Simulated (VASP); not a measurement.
# CaSe (Fm-3m) in VASP: density of states with PBE

Aim: the density of states of CaSe with PBE.

Everything below comes from runs of VASP 6.6.1. Logs are shortened: lines on timing, memory, paths and dates and some standing lists are left out, and cuts for length are marked.

## 1. The cell of the first run

The structure is cubic, space group Fm-3m (No. 225). The conventional cell has a = 5.940 Å, b = 5.940 Å, c = 5.940 Å, α = 90.00°, β = 90.00°, γ = 90.00°. Within 3.9 Å of Ca (site symmetry m-3m) lie 6 Se at 2.97 Å. Within 3.9 Å of Se (site symmetry m-3m) lie 6 Ca at 2.97 Å.

## 2. Density of states, PBE

Contents of POSCAR:

```
CaSe
1.0
    0.0000000000      2.9702381052      2.9702381052
    2.9702381052      0.0000000000      2.9702381052
    2.9702381052      2.9702381052      0.0000000000
Ca Se
1 1
Direct
    0.0000000000      0.0000000000      0.0000000000
    0.5000000000      0.5000000000      0.5000000000
```

Contents of INCAR.step1:

```
  ALGO = Normal
  EDIFF = 1E-6
  ENCUT = 520
  GGA = PE
  ISIF = 2
  ISMEAR = 0
  LASPH = T
  LCHARG = T
  LREAL = F
  LWAVE = F
  NBANDS = 15
  NELM = 60
  PREC = Accurate
  SIGMA = 0.01
```

Contents of KPOINTS.step1:

```
k-points
0
Gamma
  3 3 3
```

Contents of INCAR.step2:

```
  ALGO = Normal
  EDIFF = 1E-6
  ENCUT = 520
  GGA = PE
  ICHARG = 11
  ISIF = 2
  ISMEAR = -5
  LASPH = T
  LCHARG = F
  LORBIT = 11
  LREAL = F
  LWAVE = F
  NBANDS = 15
  NEDOS = 1001
  NELM = 60
  PREC = Accurate
  SIGMA = 0.01
```

Contents of KPOINTS.step2:

```
k-points
0
Gamma
  5 5 5
```

Potentials or basis: VASP PAW PBE potentials, release 64 (Ca_sv, Se).

Started as:

```bash
cat potpaw_PBE.64/Ca_sv/POTCAR potpaw_PBE.64/Se/POTCAR > POTCAR
cp INCAR.step1 INCAR
cp KPOINTS.step1 KPOINTS
mpirun -np 1 vasp_std > vasp.out
cp INCAR.step2 INCAR
cp KPOINTS.step2 KPOINTS
mpirun -np 1 vasp_std > vasp.out
```

OUTCAR:

```text
EDIFF = 1E-6
   ENCUT = 520
   GGA = PE
   ICHARG = 11
   ISIF = 2
   ISMEAR = -5
   LASPH = T
   LORBIT = 11
   LREAL = F
   NELM = 60
   PREC = Accurate

 ion  position               nearest neighbor table
   1  0.000  0.000  0.000-   2 2.97   2 2.97   2 2.97   2 2.97   2 2.97   2 2.97
   2  0.500  0.500  0.500-   1 2.97   1 2.97   1 2.97   1 2.97   1 2.97   1 2.97

  LATTYP: Found a face centered cubic cell.
 ALAT       =     5.9404762104

  Lattice vectors:

 A1 = (   0.0000000000,   2.9702381052,   2.9702381052)
 A2 = (   2.9702381052,   0.0000000000,   2.9702381052)
 A3 = (   2.9702381052,   2.9702381052,   0.0000000000)

Analysis of symmetry for initial positions (statically):
=====================================================================
 Subroutine PRICEL returns:
 Original cell was already a primitive cell.

 Routine SETGRP: Setting up the symmetry group for a
 face centered cubic supercell.

 Subroutine GETGRP returns: Found 48 space group operations
 (whereof 48 operations were pure point group operations)
 out of a pool of 48 trial point group operations.

The static configuration has the point symmetry O_h .

Analysis of symmetry for dynamics (positions and initial velocities):
=====================================================================
 Subroutine PRICEL returns:
 Original cell was already a primitive cell.

 Routine SETGRP: Setting up the symmetry group for a
 face centered cubic supercell.

 Subroutine GETGRP returns: Found 48 space group operations
 (whereof 48 operations were pure point group operations)
 out of a pool of 48 trial point group operations.

The dynamic configuration has the point symmetry O_h .

 Subroutine INISYM returns: Found 48 space group operations
 (whereof 48 operations are pure point group operations),
 and found     1 'primitive' translations

----------------------------------------------------------------------------------------

                                     Primitive cell

  volume of cell :      52.4087

  direct lattice vectors                    reciprocal lattice vectors
     0.000000000  2.970238105  2.970238105    -0.168336673  0.168336673  0.168336673
     2.970238105  0.000000000  2.970238105     0.168336673 -0.168336673  0.168336673
     2.970238105  2.970238105  0.000000000     0.168336673  0.168336673 -0.168336673

  length of vectors
     4.200551012  4.200551012  4.200551012     0.291567670  0.291567670  0.291567670

  position of ions in fractional coordinates (direct lattice)
     0.000000000  0.000000000  0.000000000
     0.500000000  0.500000000  0.500000000

  ion indices of the primitive-cell ions
   primitive index   ion index
                 1           1
                 2           2

----------------------------------------------------------------------------------------

 KPOINTS: k-points

Automatic generation of k-mesh.
 Grid dimensions read from file:
 generate k-points for:    5    5    5

 Generating k-lattice:

  Cartesian coordinates                     Fractional coordinates (reciprocal lattice)
    -0.033667335  0.033667335  0.033667335     0.200000000  0.000000000  0.000000000
     0.033667335 -0.033667335  0.033667335     0.000000000  0.200000000  0.000000000
     0.033667335  0.033667335 -0.033667335     0.000000000  0.000000000  0.200000000

  Length of vectors
     0.058313534  0.058313534  0.058313534

  Shift w.r.t. Gamma in fractional coordinates (k-lattice)
     0.000000000  0.000000000  0.000000000

 TETIRR: Found     24 inequivalent tetrahedra from      750

 Subroutine IBZKPT returns following result:
 ===========================================

 Found     10 irreducible k-points:

 Following reciprocal coordinates:
            Coordinates               Weight
  0.000000  0.000000  0.000000      1.000000
  0.200000  0.000000  0.000000      8.000000
  0.400000  0.000000  0.000000      8.000000
  0.200000  0.200000  0.000000      6.000000
  0.400000  0.200000  0.000000     24.000000
 -0.400000  0.200000  0.000000     24.000000
 -0.200000  0.200000  0.000000     12.000000
  0.400000  0.400000  0.000000      6.000000
 -0.400000  0.400000  0.000000     12.000000
 -0.400000  0.400000  0.200000     24.000000
   k-points           NKPTS =     10   k-points in BZ     NKDIM =     10   number of bands    NBANDS=     15
   number of dos      NEDOS =   1001   number of ions     NIONS =      2
   total plane-waves  NPLWV =  32768
   dimension x,y,z NGX =    32 NGY =   32 NGZ =   32
   dimension x,y,z NGXF=    64 NGYF=   64 NGZF=   64
   ions per type =               1   1
   NGX,Y,Z   is equivalent  to a cutoff of  12.66, 12.66, 12.66 a.u.
   NGXF,Y,Z  is equivalent  to a cutoff of  25.33, 25.33, 25.33 a.u.
 SYSTEM =  unknown system
   PREC   = accura    normal or accurate (medium, high low for compatibility)
   ISTART =      0    job   : 0-new  1-cont  2-samecut
   ICHARG =     11    charge: 1-file 2-atom 10-const
   ISPIN  =      1    spin polarized calculation?
   LNONCOLLINEAR =      F non collinear calculations
   LSORBIT =      F    spin-orbit coupling
   LASPH  =      T    aspherical Exc in radial PAW
   ENCUT  =  520.0 eV  38.22 Ry    6.18 a.u.   7.81  7.81  7.81*2*pi/ulx,y,z
   NELM   =     60;   NELMIN=  2; NELMDL=  0     # of ELM steps
   EDIFF  = 0.1E-05   stopping-criterion for ELM
   LREAL  =      F    real-space projection
   EDIFFG = 0.1E-04   stopping-criterion for IOM
   NSW    =      0    number of steps for IOM
   IBRION =     -1    ionic relax: 0-MD 1-quasi-New 2-CG
   NFREE  =      0    steps in history (QN), initial steepest desc. (CG)
   ISIF   =      2    stress and relaxation
   ISYM   =      2    0-nonsym 1-usesym 2-fastsym
   POTIM  = 0.5000    time-step for ionic-motion
   TEBEG  =    0.0;   TEEND  =   0.0 temperature during run
   PSTRESS=    0.0 pullay stress
   NELECT =      16.0000    total number of electrons
   NUPDOWN=      -1.0000    fix difference up-down
   EMIN   =  10.00;   EMAX   =-10.00  energy-range for DOS
   EFERMI =   0.00;   METHOD = LEGACY
   ISMEAR =    -5;   SIGMA  =   0.01  broadening in eV -4-tet -1-fermi 0-gaus
   EFERMI_NEDOS =   21; number of points for ismear=-14 and -15
   IALGO  =     38    algorithm
   IMIX   =      4    mixing-type and parameters
     AMIX     =   0.40;   BMIX     =  1.00
     AMIX_MAG =   1.60;   BMIX_MAG =  1.00
  volume/ion in A,a.u.               =      26.20       176.84
  Fermi-wavevector in a.u.,A,eV,Ry     =   1.102335  2.083111 16.533014  1.215142
  Thomas-Fermi vector in A             =   2.238776
   LORBIT       =     11    0 simple, 1 ext, 2 COOP (PROOUT), +10 PAW based schemes
   GGA     = PE    functional components
   LHFCALC =     F    Hartree Fock is set to
   AEXX    =    0.0000 exact exchange contribution
   IVDW    =     0    specifies the selected vdW correction
   LEPSILON=     F    determine dielectric tensor
   LRPA    =     F    only Hartree local field effects (RPA)
 non-spin polarized calculation
 Fermi weights with tetrahedron method with Bloechl corrections
  energy-cutoff  :      520.00
  volume of cell :       52.41
 maximum number of plane-waves:      1422

 number of electron      15.9999996 magnetization

 Free energy of the ion-electron system (eV)
  ---------------------------------------------------
  ext. energy  EPLUGINS =         0.00000000
  ---------------------------------------------------
  free energy    TOTEN  =        -9.48172980 eV

  energy without entropy =       -9.48172980  energy(sigma->0) =       -9.48172980

 E-fermi :   2.4270     XC(G=0):  -9.0836

 val. band max:        2.4068704248   @ k =   0.0000   0.0000   0.0000
 cond. band min:       4.5408614972   @ k =   0.4000   0.4000   0.0000
 fundamental gap:      2.1339910724
 Fermi energy:         2.4270058660

 k-point     1 :       0.0000    0.0000    0.0000
  band No.  band energies     occupation
      1     -37.4422      2.00000
      2     -18.4334      2.00000
      3     -18.4334      2.00000
      4     -18.4334      2.00000
      5      -9.3393      2.00000
      6       2.4069      2.00000
      7       2.4069      2.00000
      8       2.4069      2.00000
      9       5.6641      0.00000
     10       6.0716      0.00000
     11       6.0716      0.00000
     12       6.0716      0.00000
     13       6.6238      0.00000
     14       6.6238      0.00000
     15      12.0828      0.00000

 k-point     2 :       0.2000    0.0000    0.0000
  band No.  band energies     occupation
      1     -37.4400      2.00000
      2     -18.4710      2.00000
      3     -18.4360      2.00000
      4     -18.4360      2.00000
      5      -9.1222      2.00000
      6       0.8963      2.00000
      7       1.8989      2.00000
      8       1.8989      2.00000
      9       6.0165      0.00000
     10       6.5550      0.00000
     11       6.5550      0.00000
     12       7.5307      0.00000
     13       7.5707      0.00000
     14       7.5707      0.00000
     15      11.9697      0.00000
[... 113 lines left out ...]
      3     -18.4819      2.00000
      4     -18.4589      2.00000
      5      -8.7170      2.00000
      6       0.0757      2.00000
      7       0.6532      2.00000
      8       1.3523      2.00000
      9       5.2899      0.00000
     10       7.9604      0.00000
     11       8.0341      0.00000
     12       8.1498      0.00000
     13       8.1618      0.00000
     14       8.5124      0.00000
     15      11.8300      0.00000

 k-point    10 :      -0.4000    0.4000    0.2000
  band No.  band energies     occupation
      1     -37.4343      2.00000
      2     -18.5026      2.00000
      3     -18.4771      2.00000
      4     -18.4591      2.00000
      5      -8.7013      2.00000
      6      -0.0068      2.00000
      7       0.7453      2.00000
      8       1.0313      2.00000
      9       6.1999      0.00000
     10       7.3746      0.00000
     11       7.5976      0.00000
     12       8.2548      0.00000
     13       8.4456      0.00000
     14       9.8526      0.00000
     15      10.9804      0.00000

------------------------ aborting loop because EDIFF is reached ----------------------------------------

  FORCE on cell =-STRESS in cart. coord.  units (eV):
  Direction    XX          YY          ZZ          XY          YZ          ZX
  --------------------------------------------------------------------------------------
  -------------------------------------------------------------------------------------
  Total       -0.1234718     -0.1234718     -0.1234718      0.0000000      0.0000000     -0.0000000
  in kB       -3.7746309     -3.7746309     -3.7746309      0.0000000      0.0000000     -0.0000000
  external PRESSURE =      -3.7746309 kB  Pullay stress =       0.0000000 kB

 VOLUME and BASIS-vectors are now :
 -----------------------------------------------------------------------------
  energy-cutoff  :      520.00
  volume of cell :       52.41
      direct lattice vectors                 reciprocal lattice vectors
     0.000000000  2.970238105  2.970238105    -0.168336673  0.168336673  0.168336673
     2.970238105  0.000000000  2.970238105     0.168336673 -0.168336673  0.168336673
     2.970238105  2.970238105  0.000000000     0.168336673  0.168336673 -0.168336673

 POSITION                                       TOTAL-FORCE (eV/Angst)
 -----------------------------------------------------------------------------------
      0.00000      0.00000      0.00000         0.000000     -0.000000      0.000000
      2.97024      2.97024      2.97024        -0.000000      0.000000     -0.000000
 -----------------------------------------------------------------------------------
    total drift:                                0.000000     -0.000000     -0.000000

  FREE ENERGIE OF THE ION-ELECTRON SYSTEM (eV)
  ---------------------------------------------------
  free  energy   TOTEN  =        -9.4817298011 eV

  energy  without entropy=       -9.4817298011  energy(sigma->0) =       -9.48172980

 total charge

# of ion       s       p       d       tot
------------------------------------------
    1        2.032   5.852   0.238   8.123
    2        1.428   2.480   0.005   3.912
--------------------------------------------------
tot          3.461   8.332   0.243  12.036
```

It took 23 s on 1 thread of AMD EPYC 7R13, shared host; peak memory 0.14 GiB.

Results:

```
Valence electrons inside the program's atomic spheres : Ca 8.12; Se 3.91
```

Caveat: the k points lie up to 0.61 Å⁻¹ apart.
